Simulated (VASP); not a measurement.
# Al (P-1) in VASP: a series of runs, part 2 of 2

VASP 6.6.1. Earlier steps stand in the parts before.

**4. Single point, r2SCAN**

This run uses another cell than the first one, of 16.52 Å³/atom, 1.010 times its volume.

POSCAR reads:

```
Al
1.0
   -1.5945687902      1.5964919849      1.5884185739
    1.5979143477     -1.6182681580      1.6135403044
    1.6030428668      1.6267422346     -1.6101947470
Al
1
Direct
    0.0000000000      0.0000000000      0.0000000000
```

INCAR.step1 reads:

```
PREC = Accurate ; ENCUT = 520
ISMEAR = -1 ; SIGMA = 0.15
LREAL = F ; LASPH = T
NELM = 100 ; NBANDS = 8
GGA = PE ; ALGO = Normal
EDIFF = 1E-4 ; LWAVE = T
LCHARG = F
```

INCAR.step2 reads:

```
PREC = Accurate ; ENCUT = 520
EDIFF = 1E-6 ; ISMEAR = -1
SIGMA = 0.15 ; LREAL = F
LASPH = T ; NELM = 100
ALGO = Normal ; ISIF = 2
LWAVE = F ; LCHARG = F
METAGGA = R2SCAN ; LMIXTAU = T
NBANDS = 8 ; ISTART = 1
```

KPOINTS reads:

```
regular mesh
0
Gamma
  9 9 9
```

Potentials or basis: VASP PAW PBE potentials, release 64 (Al).

Run with:

```bash
$ cat potpaw_PBE.64/Al/POTCAR > POTCAR
$ cp INCAR.step1 INCAR
$ mpirun -np 1 vasp_std > vasp.out
$ cp INCAR.step2 INCAR
$ mpirun -np 1 vasp_std > vasp.out
```

OUTCAR:

```text
PREC = Accurate
   ENCUT = 520
   EDIFF = 1E-6
   ISMEAR = -1
   LREAL = F
   LASPH = T
   NELM = 100
   ISIF = 2
   METAGGA = R2SCAN
   ISTART = 1

 ion  position               nearest neighbor table
   1  0.000  0.000  0.000-

  LATTYP: Found a triclinic cell.
 ALAT       =     7.1524233841
 B/A-ratio  =     0.6334499457
 C/A-ratio  =     0.3877154816
 COS(alpha) =     0.0006984099
 COS(beta)  =     0.2606418878
 COS(gamma) =     0.9479596348

  Lattice vectors:

 A1 = (  -6.3934403524,   3.2062860663,  -0.0284672879)
 A2 = (  -3.1924831379,   3.2147601429,  -0.0251217305)
 A3 = (  -1.6063884243,  -1.6049660615,  -1.5917641313)

Analysis of symmetry for initial positions (statically):
=====================================================================
 Subroutine PRICEL returns:
 Original cell was already a primitive cell.

 Routine SETGRP: Setting up the symmetry group for a
 triclinic supercell.

 Subroutine GETGRP returns: Found  2 space group operations
 (whereof  2 operations were pure point group operations)
 out of a pool of  2 trial point group operations.

The static configuration has the point symmetry S_2 .

Analysis of symmetry for dynamics (positions and initial velocities):
=====================================================================
 Subroutine PRICEL returns:
 Original cell was already a primitive cell.

 Routine SETGRP: Setting up the symmetry group for a
 triclinic supercell.

 Subroutine GETGRP returns: Found  2 space group operations
 (whereof  2 operations were pure point group operations)
 out of a pool of  2 trial point group operations.

The dynamic configuration has the point symmetry S_2 .

 Subroutine INISYM returns: Found  2 space group operations
 (whereof  2 operations are pure point group operations),
 and found     1 'primitive' translations

----------------------------------------------------------------------------------------

                                     Primitive cell

  volume of cell :      16.5171

  direct lattice vectors                    reciprocal lattice vectors
    -1.594568790  1.596491985  1.588418574    -0.001155606  0.312374746  0.314434454
     1.597914348 -1.618268158  1.613540304     0.312077056  0.001287346  0.311991503
     1.603042867  1.626742235 -1.610194747     0.311585492  0.309440230  0.001778910

  length of vectors
     2.759440134  2.788482456  2.794416550     0.443224936  0.441284992  0.439137722

  position of ions in fractional coordinates (direct lattice)
     0.000000000  0.000000000  0.000000000

  ion indices of the primitive-cell ions
   primitive index   ion index
                 1           1

----------------------------------------------------------------------------------------

 KPOINTS: regular mesh

Automatic generation of k-mesh.
 Grid dimensions read from file:
 generate k-points for:    9    9    9

 Generating k-lattice:

  Cartesian coordinates                     Fractional coordinates (reciprocal lattice)
    -0.000128401  0.034708305  0.034937162     0.111111111  0.000000000  0.000000000
     0.034675228  0.000143038  0.034665723     0.000000000  0.111111111 -0.000000000
     0.034620610  0.034382248  0.000197657    -0.000000000  0.000000000  0.111111111

  Length of vectors
     0.049247215  0.049031666  0.048793080

  Shift w.r.t. Gamma in fractional coordinates (k-lattice)
     0.000000000  0.000000000  0.000000000

 Subroutine IBZKPT returns following result:
 ===========================================

 Found    365 irreducible k-points:

 Following reciprocal coordinates:
            Coordinates               Weight
  0.000000  0.000000  0.000000      1.000000
  0.111111  0.000000  0.000000      2.000000
  0.222222  0.000000  0.000000      2.000000
  0.333333 -0.000000  0.000000      2.000000
  0.444444  0.000000  0.000000      2.000000
  0.000000  0.111111 -0.000000      2.000000
[... 16 lines left out ...]
 -0.111111  0.222222  0.000000      2.000000
 -0.000000  0.333333  0.000000      2.000000
 [... further k-points ...]
   k-points           NKPTS =    365   k-points in BZ     NKDIM =    365   number of bands    NBANDS=      8
   number of dos      NEDOS =    301   number of ions     NIONS =      1
   total plane-waves  NPLWV =  13824
   dimension x,y,z NGX =    24 NGY =   24 NGZ =   24
   dimension x,y,z NGXF=    48 NGYF=   48 NGZF=   48
   ions per type =               1
   NGX,Y,Z   is equivalent  to a cutoff of  14.46, 14.31, 14.28 a.u.
   NGXF,Y,Z  is equivalent  to a cutoff of  28.92, 28.62, 28.56 a.u.
 SYSTEM =  unknown system
   PREC   = accura    normal or accurate (medium, high low for compatibility)
   ISTART =      1    job   : 0-new  1-cont  2-samecut
   ICHARG =      0    charge: 1-file 2-atom 10-const
   ISPIN  =      1    spin polarized calculation?
   LNONCOLLINEAR =      F non collinear calculations
   LSORBIT =      F    spin-orbit coupling
   LASPH  =      T    aspherical Exc in radial PAW
   ENCUT  =  520.0 eV  38.22 Ry    6.18 a.u.   5.13  5.18  5.20*2*pi/ulx,y,z
   NELM   =    100;   NELMIN=  2; NELMDL=  0     # of ELM steps
   EDIFF  = 0.1E-05   stopping-criterion for ELM
   LREAL  =      F    real-space projection
   EDIFFG = 0.1E-04   stopping-criterion for IOM
   NSW    =      0    number of steps for IOM
   IBRION =     -1    ionic relax: 0-MD 1-quasi-New 2-CG
   NFREE  =      0    steps in history (QN), initial steepest desc. (CG)
   ISIF   =      2    stress and relaxation
   ISYM   =      2    0-nonsym 1-usesym 2-fastsym
   POTIM  = 0.5000    time-step for ionic-motion
   TEBEG  =    0.0;   TEEND  =   0.0 temperature during run
   PSTRESS=    0.0 pullay stress
   NELECT =       3.0000    total number of electrons
   NUPDOWN=      -1.0000    fix difference up-down
   EMIN   =  10.00;   EMAX   =-10.00  energy-range for DOS
   EFERMI =   0.00;   METHOD = LEGACY
   ISMEAR =    -1;   SIGMA  =   0.15  broadening in eV -4-tet -1-fermi 0-gaus
   EFERMI_NEDOS =   21; number of points for ismear=-14 and -15
   IALGO  =     38    algorithm
   IMIX   =      4    mixing-type and parameters
     AMIX     =   0.40;   BMIX     =  1.00
     AMIX_MAG =   1.60;   BMIX_MAG =  1.00
  volume/ion in A,a.u.               =      16.52       111.46
  Fermi-wavevector in a.u.,A,eV,Ry     =   0.927123  1.752008 11.694978  0.859557
  Thomas-Fermi vector in A             =   2.053159
   LORBIT       =      0    0 simple, 1 ext, 2 COOP (PROOUT), +10 PAW based schemes
   METAGGA = R2SCAN    functional components
   LHFCALC =     F    Hartree Fock is set to
   AEXX    =    0.0000 exact exchange contribution
   IVDW    =     0    specifies the selected vdW correction
   LEPSILON=     F    determine dielectric tensor
   LRPA    =     F    only Hartree local field effects (RPA)
 non-spin polarized calculation
  energy-cutoff  :      520.00
  volume of cell :       16.52
 maximum number of plane-waves:       457
 NGX is ok and might be reduce to    24
   NGX = 11   NGY = 11   NGZ = 11

 number of electron       3.0000000 magnetization

 Free energy of the ion-electron system (eV)
  ---------------------------------------------------
  ext. energy  EPLUGINS =         0.00000000
  ---------------------------------------------------
  free energy    TOTEN  =        -6.63210211 eV

  energy without entropy =       -6.59967668  energy(sigma->0) =       -6.61588940

 E-fermi :   8.0686     XC(G=0): -10.9194

 val. band max:        8.0677719013   @ k =   0.2222  -0.4444   0.3333
 cond. band min:       8.0718288917   @ k =   0.1111  -0.3333   0.4444
 fundamental gap:      0.0040569904
 Fermi energy:         8.0685782555

 k-point     1 :       0.0000    0.0000    0.0000
  band No.  band energies     occupation
      1      -3.8325      2.00000
      2      21.9272      0.00000
      3      21.9806      0.00000
      4      22.2145      0.00000
      5      23.6871      0.00000
      6      23.9151      0.00000
      7      24.1191      0.00000
      8      25.1984      0.00000
[... 243 lines left out ...]
 k-point    24 :      -0.0000    0.3333    0.0000
  band No.  band energies     occupation
      1      -0.4609      2.00000
      2       9.3164      0.00049
      3      17.3795      0.00000
      4      17.3999      0.00000
      5      19.3266      0.00000
      6      20.9596      0.00000
      7      28.0365      0.00000
      8      28.5296      0.00000

 [... further k-points ...]

------------------------ aborting loop because EDIFF is reached ----------------------------------------

  FORCE on cell =-STRESS in cart. coord.  units (eV):
  Direction    XX          YY          ZZ          XY          YZ          ZX
  --------------------------------------------------------------------------------------
  -------------------------------------------------------------------------------------
  Total       -0.2139371     -0.1311602     -0.2056105     -0.0231518      0.0598154     -0.0115050
  in kB      -20.7521300    -12.7226846    -19.9444405     -2.2457515      5.8021610     -1.1159968
  external PRESSURE =     -17.8064184 kB  Pullay stress =       0.0000000 kB

 VOLUME and BASIS-vectors are now :
 -----------------------------------------------------------------------------
  energy-cutoff  :      520.00
  volume of cell :       16.52
      direct lattice vectors                 reciprocal lattice vectors
    -1.594568790  1.596491985  1.588418574    -0.001155606  0.312374746  0.314434454
     1.597914348 -1.618268158  1.613540304     0.312077056  0.001287346  0.311991503
     1.603042867  1.626742235 -1.610194747     0.311585492  0.309440230  0.001778910

 POSITION                                       TOTAL-FORCE (eV/Angst)
 -----------------------------------------------------------------------------------
      0.00000      0.00000      0.00000         0.000000     -0.000000     -0.000000
 -----------------------------------------------------------------------------------
    total drift:                                0.000000     -0.000000     -0.000000

  FREE ENERGIE OF THE ION-ELECTRON SYSTEM (eV)
  ---------------------------------------------------
  free  energy   TOTEN  =        -6.6321021126 eV

  energy  without entropy=       -6.5996766777  energy(sigma->0) =       -6.61588940
```

OSZICAR.step1:

```text
N       E                     dE             d eps       ncg     rms          rms(c)
DAV:   1    -0.231880327313E+01   -0.23188E+01   -0.87730E+02  5840   0.208E+02
DAV:   2    -0.367661611746E+01   -0.13578E+01   -0.13222E+01  8256   0.185E+01
DAV:   3    -0.368323821327E+01   -0.66221E-02   -0.66174E-02  6960   0.143E+00
DAV:   4    -0.368325786137E+01   -0.19648E-04   -0.19648E-04  8448   0.719E-02
DAV:   5    -0.368325793346E+01   -0.72087E-07   -0.72620E-07  7192   0.291E-03    0.125E+00
DAV:   6    -0.366884809420E+01    0.14410E-01   -0.19575E-03  6216   0.201E-01    0.719E-01
DAV:   7    -0.365882499280E+01    0.10023E-01   -0.58085E-03  6696   0.325E-01    0.140E-01
DAV:   8    -0.365881812487E+01    0.68679E-05   -0.19908E-05  6992   0.308E-02
   1 F= -.36588181E+01 E0= -.36415601E+01  d E =-.345161E-01
```

It took 67 s on 1 thread of Intel Xeon Platinum 8488C (Sapphire Rapids), shared host; peak memory 0.16 GiB.

Results:

```yaml
Free_energy: -6.6321 eV
Pressure: -1.8 GPa
```

Levels at points of the mesh, in eV from the Fermi level:
| k point | band 1 | band 2 | band 3 | band 4 | band 5 | band 6 |
| --- | --- | --- | --- | --- | --- | --- |
| (0.00, 0.00, 0.00) | -11.90 | 13.86 | 13.91 | 14.15 | 15.62 | 15.85 |

Caveat: the PAW data sets were made with another functional, which shifts forces and pressure a little.

**5. The runs side by side**

```csv
cell,gap on the mesh (eV),pressure (GPa)
"a = 2.750, b = 2.779, c = 2.785 Å, angles 110.0, 109.0, 109.5°, 1 atom",none,-1.0
"a = 2.755, b = 2.784, c = 2.790 Å, angles 110.0, 109.0, 109.5°, 1 atom",none,-1.4
"a = 2.759, b = 2.788, c = 2.794 Å, angles 110.0, 109.0, 109.5°, 1 atom",none,-1.8
```

Alike in all rows: task single point; level r2SCAN; potentials or basis VASP PAW PBE potentials, release 64 (Al); no spin polarisation; k mesh 9 × 9 × 9; cutoff (eV) 520; smearing fermi-dirac 0.15 eV.

Caveats: the PAW data sets were made with another functional, which shifts forces and pressure a little.

Absolute energies hang on the potentials; compare differences alone.
